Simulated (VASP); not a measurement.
# TiO2 (I4_1/amd) in VASP: single point with PBE+U

Aim: the single point of TiO2 with PBE+U.

Program: VASP 6.6.1. These are calculated values, not measurements. Logs are shortened: lines on timing, memory, paths and dates and some standing lists are left out, and cuts for length are marked.

## Step 1: The cell of the first run

The structure is tetragonal, space group I4_1/amd (No. 141). Conventional cell: a = 3.784 Å, b = 3.784 Å, c = 9.514 Å, α = 90.00°, β = 90.00°, γ = 90.00°. Ti (site symmetry -4m2) has 6 O at 1.93 to 1.98 Å within 2.6 Å. Within 2.6 Å of O (site symmetry 2mm) lie 3 Ti at 1.93 to 1.98 Å and 2 O at 2.47 Å.

## Step 2: Single point, PBE+U, collinear spin

The input, INCAR:

```
ALGO = Normal
EDIFF = 1E-7
ENCUT = 520
GGA = PE
ISIF = 2
ISMEAR = 0
ISPIN = 2
ISYM = 0
LASPH = T
LCHARG = T
LDAU = T
LDAUJ = 0 0
LDAUL = 2 -1
LDAUPRINT = 1
LDAUTYPE = 2
LDAUU = 3 0
LELF = T
LMAXMIX = 4
LORBIT = 11
LREAL = F
LVHAR = T
LWAVE = F
MAGMOM = 1 1 0 0 0 0
NBANDS = 37
NELM = 150
PREC = Accurate
SIGMA = 0.05
```

The input, KPOINTS:

```
k-points
0
Gamma
  5 5 7
```

The input, POSCAR:

```
TiO2
1.0
   -1.8922500000      1.8922500000      4.7571500000
    1.8922500000     -1.8922500000      4.7571500000
    1.8922500000      1.8922500000     -4.7571500000
Ti O
2 4
Direct
    0.0000000000      0.0000000000      0.0000000000
    0.7500000000      0.2500000000      0.5000000000
    0.2080600000      0.2080600000      0.0000000000
    0.9580600000      0.4580600000      0.5000000000
    0.5419400000      0.0419400000      0.5000000000
    0.7919400000      0.7919400000      0.0000000000
```

Potentials or basis: VASP PAW PBE potentials, release 64 (Ti_sv, O).

The run is started by

```bash
cat potpaw_PBE.64/Ti_sv/POTCAR potpaw_PBE.64/O/POTCAR > POTCAR
mpirun -np 1 vasp_std > vasp.out
```

OUTCAR:

```text
EDIFF = 1E-7
   ENCUT = 520
   GGA = PE
   ISIF = 2
   ISMEAR = 0
   ISPIN = 2
   ISYM = 0
   LASPH = T
   LORBIT = 11
   LREAL = F
   NELM = 150
   PREC = Accurate

 ion  position               nearest neighbor table
   1  0.000  0.000  0.000-   5 1.93   4 1.93   5 1.93   4 1.93   3 1.98   6 1.98
   2  0.750  0.250  0.500-   6 1.93   3 1.93   6 1.93   3 1.93   4 1.98   5 1.98
   3  0.208  0.208  0.000-   2 1.93   2 1.93   1 1.98
   4  0.958  0.458  0.500-   1 1.93   1 1.93   2 1.98
   5  0.542  0.042  0.500-   1 1.93   1 1.93   2 1.98
   6  0.792  0.792  0.000-   2 1.93   2 1.93   1 1.98

IMPORTANT INFORMATION: All symmetrisations will be switched off!
NOSYMM: (Re-)initialisation of all symmetry stuff for point group C_1.

----------------------------------------------------------------------------------------

                                     Primitive cell

  volume of cell :      68.1340

  direct lattice vectors                    reciprocal lattice vectors
    -1.892250000  1.892250000  4.757150000     0.000000000  0.264235698  0.105104947
     1.892250000 -1.892250000  4.757150000     0.264235698  0.000000000  0.105104947
     1.892250000  1.892250000 -4.757150000     0.264235698  0.264235698  0.000000000

  length of vectors
     5.458177008  5.458177008  5.458177008     0.284372211  0.284372211  0.373685708

  position of ions in fractional coordinates (direct lattice)
     0.000000000  0.000000000  0.000000000
     0.750000000  0.250000000  0.500000000
     0.208060000  0.208060000  0.000000000
     0.958060000  0.458060000  0.500000000
     0.541940000  0.041940000  0.500000000
     0.791940000  0.791940000  0.000000000

  ion indices of the primitive-cell ions
   primitive index   ion index
                 1           1
                 2           2
                 3           3
                 4           4
                 5           5
                 6           6

----------------------------------------------------------------------------------------

 KPOINTS: k-points

Automatic generation of k-mesh.
 Grid dimensions read from file:
 generate k-points for:    5    5    7

 Generating k-lattice:

  Cartesian coordinates                     Fractional coordinates (reciprocal lattice)
     0.000000000  0.052847140  0.021020989     0.200000000 -0.000000000  0.000000000
     0.052847140  0.000000000  0.021020989    -0.000000000  0.200000000  0.000000000
     0.037747957  0.037747957  0.000000000     0.000000000  0.000000000  0.142857143

  Length of vectors
     0.056874442  0.056874442  0.053383673

  Shift w.r.t. Gamma in fractional coordinates (k-lattice)
     0.000000000  0.000000000  0.000000000

 -----------------------------------------------------------------------------
|                                                                             |
|           W    W    AA    RRRRR   N    N  II  N    N   GGGG   !!!           |
|           W    W   A  A   R    R  NN   N  II  NN   N  G    G  !!!           |
|           W    W  A    A  R    R  N N  N  II  N N  N  G       !!!           |
|           W WW W  AAAAAA  RRRRR   N  N N  II  N  N N  G  GGG   !            |
|           WW  WW  A    A  R   R   N   NN  II  N   NN  G    G                |
|           W    W  A    A  R    R  N    N  II  N    N   GGGG   !!!           |
|                                                                             |
|     Your reciprocal lattice and k-lattice belong to different lattice       |
|     classes:                                                                |
|                                                                             |
|        The reciprocal lattice is body-centered tetragonal,                  |
|        whereas your k-lattice is base-centered monoclinic.                  |
|                                                                             |
|     Results are often still useful ...                                      |
|                                                                             |
 -----------------------------------------------------------------------------

 WARNING: IBZKPT: internal override: KBLOWUP is changed to .FALSE.
      ... skipping the blow-up phase ...

 Subroutine IBZKPT returns following result:
 ===========================================

 Found     88 irreducible k-points:

 Following reciprocal coordinates:
[... 84 lines left out ...]
 NGX is ok and might be reduce to    42
   NGX = 21   NGY = 21   NGZ = 21

 number of electron      47.9999989 magnetization       0.0000447

atom =   1  type =  1  l = 2

 onsite density matrix

spin component  1

  0.1109  0.0000  0.0000  0.0000 -0.0000
  0.0000  0.1073  0.0000 -0.0000 -0.0000
  0.0000  0.0000  0.2559  0.0000  0.0000
  0.0000 -0.0000  0.0000  0.1073  0.0000
 -0.0000 -0.0000  0.0000  0.0000  0.2557

spin component  2

  0.1109  0.0000  0.0000  0.0000 -0.0000
  0.0000  0.1074  0.0000 -0.0000 -0.0000
  0.0000  0.0000  0.2560  0.0000  0.0000
  0.0000 -0.0000  0.0000  0.1074  0.0000
 -0.0000 -0.0000  0.0000  0.0000  0.2557

 occupancies and eigenvectors

  o =  0.1073  v =  0.0001 -0.7159  0.0000 -0.6982  0.0000  0.0000  0.0000  0.0000  0.0000  0.0000      0.0000  0.0000  0.0000  0.0000  0.0000  0.0000  0.0000  0.0000  0.0000  0.0000
  o =  0.1073  v =  0.0000  0.6982  0.0000 -0.7159  0.0000  0.0000  0.0000  0.0000  0.0000  0.0000      0.0000  0.0000  0.0000  0.0000  0.0000  0.0000  0.0000  0.0000  0.0000  0.0000
  o =  0.1073  v =  0.0000  0.0000  0.0000  0.0000  0.0000  0.0001 -0.6995  0.0000 -0.7147  0.0000      0.0000  0.0000  0.0000  0.0000  0.0000  0.0000  0.0000  0.0000  0.0000  0.0000
  o =  0.1074  v =  0.0000  0.0000  0.0000  0.0000  0.0000  0.0000  0.7147 -0.0000 -0.6995  0.0000      0.0000  0.0000  0.0000  0.0000  0.0000  0.0000  0.0000  0.0000  0.0000  0.0000
  o =  0.1109  v = -1.0000 -0.0001  0.0000 -0.0001 -0.0000  0.0000  0.0000  0.0000  0.0000  0.0000      0.0000  0.0000  0.0000  0.0000  0.0000  0.0000  0.0000  0.0000  0.0000  0.0000
  o =  0.1109  v =  0.0000  0.0000  0.0000  0.0000  0.0000 -1.0000 -0.0001  0.0000 -0.0001 -0.0000      0.0000  0.0000  0.0000  0.0000  0.0000  0.0000  0.0000  0.0000  0.0000  0.0000
  o =  0.2557  v =  0.0000  0.0000  0.0000 -0.0000 -1.0000  0.0000  0.0000  0.0000  0.0000  0.0000      0.0000  0.0000  0.0000  0.0000  0.0000  0.0000  0.0000  0.0000  0.0000  0.0000
  o =  0.2557  v =  0.0000  0.0000  0.0000  0.0000  0.0000  0.0000  0.0000  0.0000 -0.0000 -1.0000      0.0000  0.0000  0.0000  0.0000  0.0000  0.0000  0.0000  0.0000  0.0000  0.0000
  o =  0.2559  v = -0.0000 -0.0000 -1.0000 -0.0000 -0.0000  0.0000  0.0000  0.0000  0.0000  0.0000      0.0000  0.0000  0.0000  0.0000  0.0000  0.0000  0.0000  0.0000  0.0000  0.0000
  o =  0.2560  v =  0.0000  0.0000  0.0000  0.0000  0.0000 -0.0000 -0.0000 -1.0000 -0.0000 -0.0000      0.0000  0.0000  0.0000  0.0000  0.0000  0.0000  0.0000  0.0000  0.0000  0.0000

atom =   2  type =  1  l = 2

 onsite density matrix

spin component  1

  0.1109  0.0000  0.0000  0.0000 -0.0000
  0.0000  0.1073  0.0000 -0.0000 -0.0000
  0.0000  0.0000  0.2559  0.0000  0.0000
  0.0000 -0.0000  0.0000  0.1073  0.0000
 -0.0000 -0.0000  0.0000  0.0000  0.2557

spin component  2

  0.1109  0.0000  0.0000  0.0000 -0.0000
  0.0000  0.1073  0.0000 -0.0000 -0.0000
  0.0000  0.0000  0.2560  0.0000  0.0000
  0.0000 -0.0000  0.0000  0.1073  0.0000
 -0.0000 -0.0000  0.0000  0.0000  0.2557

 occupancies and eigenvectors

  o =  0.1073  v =  0.0001 -0.7173  0.0000 -0.6967 -0.0000  0.0000  0.0000  0.0000  0.0000  0.0000      0.0000  0.0000  0.0000  0.0000  0.0000  0.0000  0.0000  0.0000  0.0000  0.0000
  o =  0.1073  v =  0.0000  0.6967 -0.0000 -0.7173  0.0000  0.0000  0.0000  0.0000  0.0000  0.0000      0.0000  0.0000  0.0000  0.0000  0.0000  0.0000  0.0000  0.0000  0.0000  0.0000
  o =  0.1073  v =  0.0000  0.0000  0.0000  0.0000  0.0000  0.0001 -0.7232  0.0000 -0.6907 -0.0000      0.0000  0.0000  0.0000  0.0000  0.0000  0.0000  0.0000  0.0000  0.0000  0.0000
  o =  0.1074  v =  0.0000  0.0000  0.0000  0.0000  0.0000 -0.0000  0.6907  0.0000 -0.7232  0.0000      0.0000  0.0000  0.0000  0.0000  0.0000  0.0000  0.0000  0.0000  0.0000  0.0000
  o =  0.1109  v = -1.0000 -0.0001  0.0000 -0.0001 -0.0000  0.0000  0.0000  0.0000  0.0000  0.0000      0.0000  0.0000  0.0000  0.0000  0.0000  0.0000  0.0000  0.0000  0.0000  0.0000
  o =  0.1109  v =  0.0000  0.0000  0.0000  0.0000  0.0000 -1.0000 -0.0001  0.0000 -0.0001 -0.0000      0.0000  0.0000  0.0000  0.0000  0.0000  0.0000  0.0000  0.0000  0.0000  0.0000
  o =  0.2557  v =  0.0000  0.0000  0.0001 -0.0000 -1.0000  0.0000  0.0000  0.0000  0.0000  0.0000      0.0000  0.0000  0.0000  0.0000  0.0000  0.0000  0.0000  0.0000  0.0000  0.0000
  o =  0.2557  v =  0.0000  0.0000  0.0000  0.0000  0.0000  0.0000  0.0000  0.0000 -0.0000 -1.0000      0.0000  0.0000  0.0000  0.0000  0.0000  0.0000  0.0000  0.0000  0.0000  0.0000
  o =  0.2559  v = -0.0000 -0.0000 -1.0000 -0.0000 -0.0001  0.0000  0.0000  0.0000  0.0000  0.0000      0.0000  0.0000  0.0000  0.0000  0.0000  0.0000  0.0000  0.0000  0.0000  0.0000
  o =  0.2560  v =  0.0000  0.0000  0.0000  0.0000  0.0000 -0.0000 -0.0000 -1.0000 -0.0000 -0.0000      0.0000  0.0000  0.0000  0.0000  0.0000  0.0000  0.0000  0.0000  0.0000  0.0000

 number of electron      47.9999989 magnetization      -0.0000006

 Free energy of the ion-electron system (eV)
  ---------------------------------------------------
  ext. energy  EPLUGINS =         0.00000000
  ---------------------------------------------------
  free energy    TOTEN  =       -49.68151856 eV

  energy without entropy =      -49.68151856  energy(sigma->0) =      -49.68151856

 E-fermi :   4.0000     XC(G=0): -10.7478

 val. band max:        3.5924245585   @ k =   0.0000   0.0000   0.4286
 cond. band min:       6.1095300302   @ k =   0.0000   0.0000   0.0000
 fundamental gap:      2.5171054717
 Fermi energy:         4.0000104703

 spin component 1

 k-point     1 :       0.0000    0.0000    0.0000
  band No.  band energies     occupation
      1     -53.5477      1.00000
      2     -53.4892      1.00000
      3     -29.9694      1.00000
      4     -29.7375      1.00000
      5     -29.7375      1.00000
      6     -29.6683      1.00000
[... 1865 lines left out ...]
     35      14.3104      0.00000
     36      14.9693      0.00000

 [... further k-points ...]

 [bands above 36 left out]

------------------------ aborting loop because EDIFF is reached ----------------------------------------

  FORCE on cell =-STRESS in cart. coord.  units (eV):
  Direction    XX          YY          ZZ          XY          YZ          ZX
  --------------------------------------------------------------------------------------
  -------------------------------------------------------------------------------------
  Total        4.8412600      4.8412550      4.8967897     -0.0000558     -0.0000387     -0.0000369
  in kB      113.8426837    113.8425658    115.1484706     -0.0013132     -0.0009111     -0.0008680
  external PRESSURE =     114.2779067 kB  Pullay stress =       0.0000000 kB

 VOLUME and BASIS-vectors are now :
 -----------------------------------------------------------------------------
  energy-cutoff  :      520.00
  volume of cell :       68.13
      direct lattice vectors                 reciprocal lattice vectors
    -1.892250000  1.892250000  4.757150000     0.000000000  0.264235698  0.105104947
     1.892250000 -1.892250000  4.757150000     0.264235698  0.000000000  0.105104947
     1.892250000  1.892250000 -4.757150000     0.264235698  0.264235698  0.000000000

 POSITION                                       TOTAL-FORCE (eV/Angst)
 -----------------------------------------------------------------------------------
      0.00000      0.00000      0.00000         0.000023     -0.000024     -0.000000
     -0.00000      1.89225      2.37858        -0.000023      0.000024      0.000002
      0.00000      0.00000      1.97955         0.000012     -0.000006      0.211458
     -0.00000      1.89225      4.35812        -0.000007      0.000012      0.211457
      0.00000      1.89225      0.39903        -0.000012      0.000007     -0.211458
      0.00000      0.00000      7.53475         0.000007     -0.000012     -0.211459
 -----------------------------------------------------------------------------------
    total drift:                                0.000000     -0.000001      0.000007

  FREE ENERGIE OF THE ION-ELECTRON SYSTEM (eV)
  ---------------------------------------------------
  free  energy   TOTEN  =       -49.6815185564 eV

  energy  without entropy=      -49.6815185564  energy(sigma->0) =      -49.68151856

 total charge

# of ion       s       p       d       tot
------------------------------------------
    1        2.234   6.316   1.645  10.195
    2        2.234   6.316   1.645  10.195
    3        1.571   3.530   0.000   5.101
    4        1.571   3.530   0.000   5.101
    5        1.571   3.530   0.000   5.101
    6        1.571   3.530   0.000   5.101
--------------------------------------------------
tot         10.753  26.750   3.290  40.793

 magnetization (x)

# of ion       s       p       d       tot
------------------------------------------
    1        0.000   0.000  -0.000  -0.000
    2        0.000   0.000  -0.000  -0.000
    3        0.000  -0.000   0.000  -0.000
    4        0.000  -0.000   0.000  -0.000
    5        0.000  -0.000   0.000  -0.000
    6        0.000  -0.000   0.000  -0.000
--------------------------------------------------
tot          0.000  -0.000  -0.000  -0.000
```

It took 7.2 min on 1 thread of Intel Xeon 6975P-C (Granite Rapids), shared host; peak memory 0.5 GiB.

Results:

* Free energy: -49.6815 eV
* Pressure: 11.4 GPa
* Largest force: 0.211 eV/Å
* Band gap on the k mesh: 2.52 eV (least direct gap 2.99 eV)
* Net moment: 0.00 μB per cell
* Valence electrons inside the program's atomic spheres: Ti 10.20; O 5.10

Forces in eV/Å, atoms in the order of the input:
```
Ti   0.000  0.000  0.000
Ti   0.000  0.000  0.000
O    0.000  0.000  0.211
O    0.000  0.000  0.211
O    0.000  0.000 -0.211
O    0.000  0.000 -0.211
```

Stress tensor (GPa, compression positive):
```
11.38  0.00  0.00
 0.00 11.38  0.00
 0.00  0.00 11.51
```

Eigenvalues of the final occupation matrices:
```csv
site,spin,trace,eigenvalues
site 1 d,1,0.84,0.11 0.11 0.11 0.26 0.26
site 1 d,2,0.84,0.11 0.11 0.11 0.26 0.26
site 2 d,1,0.84,0.11 0.11 0.11 0.26 0.26
site 2 d,2,0.84,0.11 0.11 0.11 0.26 0.26
```

Caveat: the cell stands under pressure. A k mesh can miss the band edges.
